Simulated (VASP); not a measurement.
A run of VASP 6.6.1 is set up as follows.

The input INCAR:

```
PREC     = Accurate       # precision mode
ENCUT    = 520            # plane-wave cutoff, eV
EDIFF    = 1E-6           # SCF threshold, eV
ISMEAR   = 0              # smearing method
SIGMA    = 0.15           # smearing width, eV
LREAL    = Auto         
LASPH    = T              # aspherical terms in the spheres
NELM     = 60             # most SCF steps
ALGO     = Normal         # electronic algorithm
ISIF     = 2              # what is computed and relaxed
LWAVE    = F              # write WAVECAR
LCHARG   = F              # write CHGCAR
GGA      = PE             # functional
NBANDS   = 31             # bands
```

File KPOINTS:

```
Automatic mesh
0
Gamma
  3 3 1
```

The input POSCAR:

```
Mg
1.0
    6.4200000000      0.0000000000      0.0000000000
    3.2100000000      5.5598830000      0.0000000000
    0.0000000000      0.0000000000     19.8195600000
Mg
17
Direct
   -0.1666666367      0.3333332734      0.0504552069
    0.3333333633      0.3333332734      0.0504552069
   -0.1666666817      0.8333333633      0.0504552069
    0.3333333183      0.8333333633      0.0504552069
   -0.0005991908     -0.0021710889      0.1855672881
    0.5004604336     -0.0015962566      0.1852292886
   -0.0004779106      0.4999405563      0.1855868647
    0.4989144631      0.4990498901      0.1851293873
   -0.1691754962      0.3326179706      0.3124746967
    0.3336245689      0.3307742267      0.3136553990
   -0.1673140889      0.8316041902      0.3141207474
    0.3337017123      0.8314822452      0.3135893531
    0.0005591065      0.0007278930      0.4463662665
    0.5040376119     -0.0043749122      0.4511949811
    0.0002794410      0.4938339530      0.4466933676
    0.4977052212      0.4987041994      0.4516591186
    0.9296290461      0.7829749295      0.5825159590
```

Potentials or basis: VASP PAW PBE potentials, release 64 (Mg).

Run with:

```console
$ cat potpaw_PBE.64/Mg/POTCAR > POTCAR
$ mpirun -np 1 vasp_std > vasp.out
```

Problem. Estimate the largest force.

Solution. 0.036 eV/Å.

Problem. Predict the band gap on the k mesh.

Solution. Zero (band 17 reaches 0.15 eV, above the bottom of band 18 at -0.41 eV).

Forces on the atoms (eV/Å):
```
Mg  -0.007  0.001 -0.006
Mg   0.003  0.012 -0.001
Mg   0.010 -0.010  0.033
Mg  -0.011 -0.014 -0.001
Mg   0.002 -0.001 -0.002
Mg   0.001 -0.001  0.001
Mg   0.001  0.001  0.000
Mg  -0.001  0.003  0.001
Mg   0.001  0.000 -0.002
Mg   0.002  0.002 -0.001
Mg   0.002  0.000  0.001
Mg   0.001  0.000 -0.001
Mg   0.000 -0.004  0.002
Mg   0.003 -0.003 -0.002
Mg   0.006  0.002 -0.006
Mg   0.001  0.000 -0.008
Mg  -0.017  0.012 -0.007
```

Caveat: the k points lie up to 0.38 Å⁻¹ apart.
